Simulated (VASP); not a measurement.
# Ag (Fm-3m) in VASP: a series of runs

Runs on Ag. Level: PBEsol. Tasks: single point.

All numbers are computed with VASP 6.6.1; they aren't measurements. Logs are shortened: lines on timing, memory, paths and dates and some standing lists are left out, and cuts for length are marked.

### 1 The cell of the first run

It takes space group Fm-3m (No. 225, cubic). Conventional cell: a = 4.054 Å, b = 4.054 Å, c = 4.054 Å, α = 90.00°, β = 90.00°, γ = 90.00°. Ag (site symmetry m-3m) has 12 Ag at 2.87 Å within 3.8 Å.

### 2 Single point, PBEsol, non-collinear spin, zero start, spin-orbit coupling

The input, INCAR:

```
SYSTEM = Ag
PREC = Accurate
ENCUT = 520
EDIFF = 1E-7
ISMEAR = -1
SIGMA = 0.1
LREAL = .FALSE.
LASPH = .TRUE.
NELM = 150
ALGO = Normal
ISIF = 2
LWAVE = .FALSE.
LCHARG = .FALSE.
LNONCOLLINEAR = .TRUE.
MAGMOM = 0 0 0
LORBIT = 11
LSORBIT = .TRUE.
GGA_COMPAT = .FALSE.
LORBMOM = .TRUE.
LMAXMIX = 4
GGA = PS
NBANDS = 22
```

The input, KPOINTS:

```
regular mesh
0
G
  16 16 16
  0 0 0
```

The input, POSCAR:

```
Ag
1.0
    0.0000000000      2.0271489574      2.0271489574
    2.0271489574      0.0000000000      2.0271489574
    2.0271489574      2.0271489574      0.0000000000
Ag
1
Direct
    0.0000000000      0.0000000000      0.0000000000
```

Potentials or basis: VASP PAW PBE potentials, release 64 (Ag).

Launch:

```console
$ cat potpaw_PBE.64/Ag/POTCAR > POTCAR
$ mpirun -np 1 vasp_ncl > vasp.out
```

OUTCAR:

```text
SYSTEM = Ag
   PREC = Accurate
   ENCUT = 520
   EDIFF = 1E-7
   ISMEAR = -1
   LREAL = .FALSE.
   LASPH = .TRUE.
   NELM = 150
   ISIF = 2
   LNONCOLLINEAR = .TRUE.
   LORBIT = 11
   LSORBIT = .TRUE.
   GGA = PS

 ion  position               nearest neighbor table
   1  0.000  0.000  0.000-

  LATTYP: Found a face centered cubic cell.
 ALAT       =     4.0542979148

  Lattice vectors:

 A1 = (   0.0000000000,   2.0271489574,   2.0271489574)
 A2 = (   2.0271489574,   0.0000000000,   2.0271489574)
 A3 = (   2.0271489574,   2.0271489574,   0.0000000000)

Analysis of symmetry for initial positions (statically):
=====================================================================
 Subroutine PRICEL returns:
 Original cell was already a primitive cell.

 Routine SETGRP: Setting up the symmetry group for a
 face centered cubic supercell.

 Subroutine GETGRP returns: Found 48 space group operations
 (whereof 48 operations were pure point group operations)
 out of a pool of 48 trial point group operations.

The static configuration has the point symmetry O_h .

Analysis of symmetry for dynamics (positions and initial velocities):
=====================================================================
 Subroutine PRICEL returns:
 Original cell was already a primitive cell.

 Routine SETGRP: Setting up the symmetry group for a
 face centered cubic supercell.

 Subroutine GETGRP returns: Found 48 space group operations
 (whereof 48 operations were pure point group operations)
 out of a pool of 48 trial point group operations.

The dynamic configuration has the point symmetry O_h .

Analysis of structural, dynamic, and magnetic symmetry:
=====================================================================
 Subroutine PRICEL returns:
 Original cell was already a primitive cell.

 Routine SETGRP: Setting up the symmetry group for a
 face centered cubic supercell.

 Subroutine GETGRP returns: Found 48 space group operations
 (whereof 48 operations were pure point group operations)
 out of a pool of 48 trial point group operations.

The overall configuration has the point symmetry O_h .

 Subroutine INISYM returns: Found 48 space group operations
 (whereof 48 operations are pure point group operations),
 and found     1 'primitive' translations

----------------------------------------------------------------------------------------

                                     Primitive cell

  volume of cell :      16.6605

  direct lattice vectors                    reciprocal lattice vectors
     0.000000000  2.027148957  2.027148957    -0.246651830  0.246651830  0.246651830
     2.027148957  0.000000000  2.027148957     0.246651830 -0.246651830  0.246651830
     2.027148957  2.027148957  0.000000000     0.246651830  0.246651830 -0.246651830

  length of vectors
     2.866821549  2.866821549  2.866821549     0.427213501  0.427213501  0.427213501

  position of ions in fractional coordinates (direct lattice)
     0.000000000  0.000000000  0.000000000

  ion indices of the primitive-cell ions
   primitive index   ion index
                 1           1

----------------------------------------------------------------------------------------

 KPOINTS: regular mesh

Automatic generation of k-mesh.
 Grid dimensions read from file:
 generate k-points for:   16   16   16

 Generating k-lattice:

  Cartesian coordinates                     Fractional coordinates (reciprocal lattice)
    -0.015415739  0.015415739  0.015415739     0.062500000  0.000000000  0.000000000
     0.015415739 -0.015415739  0.015415739     0.000000000  0.062500000  0.000000000
     0.015415739  0.015415739 -0.015415739     0.000000000  0.000000000  0.062500000

  Length of vectors
     0.026700844  0.026700844  0.026700844

  Shift w.r.t. Gamma in fractional coordinates (k-lattice)
     0.000000000  0.000000000  0.000000000

 Subroutine IBZKPT returns following result:
 ===========================================

 Found    145 irreducible k-points:

 Following reciprocal coordinates:
            Coordinates               Weight
  0.000000  0.000000  0.000000      1.000000
  0.062500  0.000000  0.000000      8.000000
  0.125000  0.000000  0.000000      8.000000
  0.187500  0.000000  0.000000      8.000000
  0.250000  0.000000  0.000000      8.000000
  0.312500  0.000000  0.000000      8.000000
[... 16 lines left out ...]
 -0.125000  0.062500  0.000000     24.000000
 -0.062500  0.062500  0.000000     12.000000
 [... further k-points ...]
   k-points           NKPTS =    145   k-points in BZ     NKDIM =    145   number of bands    NBANDS=     22
   number of dos      NEDOS =    301   number of ions     NIONS =      1
   total plane-waves  NPLWV =  13824
   dimension x,y,z NGX =    24 NGY =   24 NGZ =   24
   dimension x,y,z NGXF=    48 NGYF=   48 NGZF=   48
   ions per type =               1
   NGX,Y,Z   is equivalent  to a cutoff of  13.92, 13.92, 13.92 a.u.
   NGXF,Y,Z  is equivalent  to a cutoff of  27.84, 27.84, 27.84 a.u.
 SYSTEM =  Ag
   PREC   = accura    normal or accurate (medium, high low for compatibility)
   ISTART =      0    job   : 0-new  1-cont  2-samecut
   ICHARG =      2    charge: 1-file 2-atom 10-const
   ISPIN  =      1    spin polarized calculation?
   LNONCOLLINEAR =      T non collinear calculations
   LSORBIT =      T    spin-orbit coupling
   LASPH  =      T    aspherical Exc in radial PAW
   ENCUT  =  520.0 eV  38.22 Ry    6.18 a.u.   5.33  5.33  5.33*2*pi/ulx,y,z
   NELM   =    150;   NELMIN=  2; NELMDL= -5     # of ELM steps
   EDIFF  = 0.1E-06   stopping-criterion for ELM
   LREAL  =      F    real-space projection
   EDIFFG = 0.1E-05   stopping-criterion for IOM
   NSW    =      0    number of steps for IOM
   IBRION =     -1    ionic relax: 0-MD 1-quasi-New 2-CG
   NFREE  =      0    steps in history (QN), initial steepest desc. (CG)
   ISIF   =      2    stress and relaxation
   ISYM   =      2    0-nonsym 1-usesym 2-fastsym
   POTIM  = 0.5000    time-step for ionic-motion
   TEBEG  =    0.0;   TEEND  =   0.0 temperature during run
   PSTRESS=    0.0 pullay stress
   NELECT =      11.0000    total number of electrons
   NUPDOWN=      -1.0000    fix difference up-down
   EMIN   =  10.00;   EMAX   =-10.00  energy-range for DOS
   EFERMI =   0.00;   METHOD = LEGACY
   ISMEAR =    -1;   SIGMA  =   0.10  broadening in eV -4-tet -1-fermi 0-gaus
   EFERMI_NEDOS =   21; number of points for ismear=-14 and -15
   IALGO  =     38    algorithm
   IMIX   =      4    mixing-type and parameters
     AMIX     =   0.40;   BMIX     =  1.00
     AMIX_MAG =   1.60;   BMIX_MAG =  1.00
  volume/ion in A,a.u.               =      16.66       112.43
  Fermi-wavevector in a.u.,A,eV,Ry     =   1.425531  2.693863 27.648933  2.032139
  Thomas-Fermi vector in A             =   2.545905
   LORBIT       =     11    0 simple, 1 ext, 2 COOP (PROOUT), +10 PAW based schemes
   GGA     = PS    functional components
   LHFCALC =     F    Hartree Fock is set to
   AEXX    =    0.0000 exact exchange contribution
   IVDW    =     0    specifies the selected vdW correction
   LEPSILON=     F    determine dielectric tensor
   LRPA    =     F    only Hartree local field effects (RPA)
  energy-cutoff  :      520.00
  volume of cell :       16.66
 maximum number of plane-waves:       928
 NGX is ok and might be reduce to    24
   NGX = 11   NGY = 11   NGZ = 11

 number of electron      11.0000000 magnetization       0.0000000      0.0000000      0.0000000

 number of electron      11.0000001 magnetization       0.0000000      0.0000000     -0.0000000

 number of electron      11.0000001 magnetization      -0.0000000     -0.0000000      0.0000000

 Free energy of the ion-electron system (eV)
  ---------------------------------------------------
  ext. energy  EPLUGINS =         0.00000000
  ---------------------------------------------------
  free energy    TOTEN  =        -3.34231697 eV

  energy without entropy =       -3.33416253  energy(sigma->0) =       -3.33823975

 E-fermi :   8.5080     XC(G=0): -12.5518

 val. band max:        8.5052249268   @ k =   0.4375   0.3750   0.0000
 cond. band min:       8.7664010360   @ k =   0.5000   0.2500   0.0625
 fundamental gap:      0.2611761092
 Fermi energy:         8.5079690993

 k-point     1 :       0.0000    0.0000    0.0000
  band No.  band energies     occupation
      1       0.5534      1.00000
      2       0.5534      1.00000
      3       3.5236      1.00000
      4       3.5236      1.00000
      5       3.5236      1.00000
      6       3.5236      1.00000
[... 14 lines left out ...]
     21      33.1799      0.00000
     22      33.1799      0.00000

 k-point     2 :       0.0625    0.0000    0.0000
  band No.  band energies     occupation
      1       0.6779      1.00000
      2       0.6779      1.00000
      3       3.5202      1.00000
      4       3.5202      1.00000
      5       3.5482      1.00000
      6       3.5482      1.00000
[... 14 lines left out ...]
     21      33.2621      0.00000
     22      33.2621      0.00000

 k-point     3 :       0.1250    0.0000    0.0000
  band No.  band energies     occupation
      1       1.0335      1.00000
      2       1.0335      1.00000
      3       3.5003      1.00000
      4       3.5003      1.00000
      5       3.6055      1.00000
      6       3.6055      1.00000
[... 14 lines left out ...]
     21      32.2415      0.00000
     22      32.2415      0.00000
[... 476 lines left out ...]
 k-point    23 :      -0.1250    0.0625    0.0000
  band No.  band energies     occupation
      1       1.2963      1.00000
      2       1.2963      1.00000
      3       3.4399      1.00000
      4       3.4399      1.00000
      5       3.6685      1.00000
      6       3.6685      1.00000
[... 14 lines left out ...]
     21      31.0828      0.00000
     22      31.0828      0.00000

 k-point    24 :      -0.0625    0.0625    0.0000
  band No.  band energies     occupation
      1       0.8805      1.00000
      2       0.8805      1.00000
      3       3.4895      1.00000
      4       3.4895      1.00000
      5       3.5988      1.00000
      6       3.5988      1.00000
[... 14 lines left out ...]
     21      32.4259      0.00000
     22      32.4259      0.00000

 [... further k-points ...]
[... 5 lines left out ...]
  --------------------------------------------------------------------------------------
  -------------------------------------------------------------------------------------
  Total       -0.0362069     -0.0362069     -0.0362069     -0.0000000      0.0000000      0.0000000
  in kB       -3.4818877     -3.4818877     -3.4818877     -0.0000000      0.0000000      0.0000000
  external PRESSURE =      -3.4818877 kB  Pullay stress =       0.0000000 kB

 VOLUME and BASIS-vectors are now :
 -----------------------------------------------------------------------------
  energy-cutoff  :      520.00
  volume of cell :       16.66
      direct lattice vectors                 reciprocal lattice vectors
     0.000000000  2.027148957  2.027148957    -0.246651830  0.246651830  0.246651830
     2.027148957  0.000000000  2.027148957     0.246651830 -0.246651830  0.246651830
     2.027148957  2.027148957  0.000000000     0.246651830  0.246651830 -0.246651830

 POSITION                                       TOTAL-FORCE (eV/Angst)
 -----------------------------------------------------------------------------------
      0.00000      0.00000      0.00000        -0.000000     -0.000000      0.000000
 -----------------------------------------------------------------------------------
    total drift:                                0.000000      0.000000     -0.000000

  FREE ENERGIE OF THE ION-ELECTRON SYSTEM (eV)
  ---------------------------------------------------
  free  energy   TOTEN  =        -3.3423169689 eV

  energy  without entropy=       -3.3341625254  energy(sigma->0) =       -3.33823975

 orbital moment (x)

 # of ion     p       d       tot
 ----------------------------------------
  1         0.000  -0.000  -0.000
 ----------------------------------------
            0.000  -0.000  -0.000

 orbital moment (y)

 # of ion     p       d       tot
 ----------------------------------------
  1         0.000   0.000   0.000
 ----------------------------------------
            0.000   0.000   0.000

 orbital moment (z)

 # of ion     p       d       tot
 ----------------------------------------
  1        -0.000   0.000  -0.000
 ----------------------------------------
           -0.000   0.000  -0.000

 Spin-Orbit-Coupling matrix elements

 Ion:    1  E_soc:     -0.0555946
 l=   1
     0.0000000    -0.0021198    -0.0021198
    -0.0021198     0.0000000    -0.0021198
    -0.0021198    -0.0021198     0.0000000
 l=   2
     0.0000000    -0.0015153     0.0000000    -0.0015153    -0.0056306
    -0.0015153     0.0000000    -0.0042230    -0.0015153    -0.0014077
     0.0000000    -0.0042230     0.0000000    -0.0042230     0.0000000
    -0.0015153    -0.0015153    -0.0042230     0.0000000    -0.0014077
    -0.0056306    -0.0014077     0.0000000    -0.0014077     0.0000000
 l=   3
     0.0000000     0.0000000     0.0000000     0.0000000     0.0000000     0.0000000     0.0000000
     0.0000000     0.0000000     0.0000000     0.0000000     0.0000000     0.0000000     0.0000000
     0.0000000     0.0000000     0.0000000     0.0000000     0.0000000     0.0000000     0.0000000
     0.0000000     0.0000000     0.0000000     0.0000000     0.0000000     0.0000000     0.0000000
     0.0000000     0.0000000     0.0000000     0.0000000     0.0000000     0.0000000     0.0000000
     0.0000000     0.0000000     0.0000000     0.0000000     0.0000000     0.0000000     0.0000000
     0.0000000     0.0000000     0.0000000     0.0000000     0.0000000     0.0000000     0.0000000

 total charge

# of ion       s       p       d       tot
------------------------------------------
    1        0.425   0.319   9.145   9.888

 magnetization (x)

# of ion       s       p       d       tot
------------------------------------------
    1       -0.000  -0.000   0.000  -0.000

 magnetization (y)

# of ion       s       p       d       tot
------------------------------------------
    1        0.000   0.000   0.000   0.000

 magnetization (z)

# of ion       s       p       d       tot
------------------------------------------
    1       -0.000  -0.000   0.000  -0.000
```

Wall time 67 s (1 thread of AMD EPYC 9R45 (Zen 5), shared host); peak memory 0.21 GiB.

Results:

| Property | Result |
| --- | --- |
| Free energy | -3.3423 eV |
| Pressure | -0.3 GPa |
| Net moment | 0.00 μB per cell |
| Valence electrons inside the program's atomic spheres | Ag 9.89 |

Moments on the atoms (μB; x, y, z):
```
Ag  0.00 0.00 0.00
```

Caveat: the PAW data sets were made with another functional, which shifts forces and pressure a little.

(Part 1 of 2 ends here.)
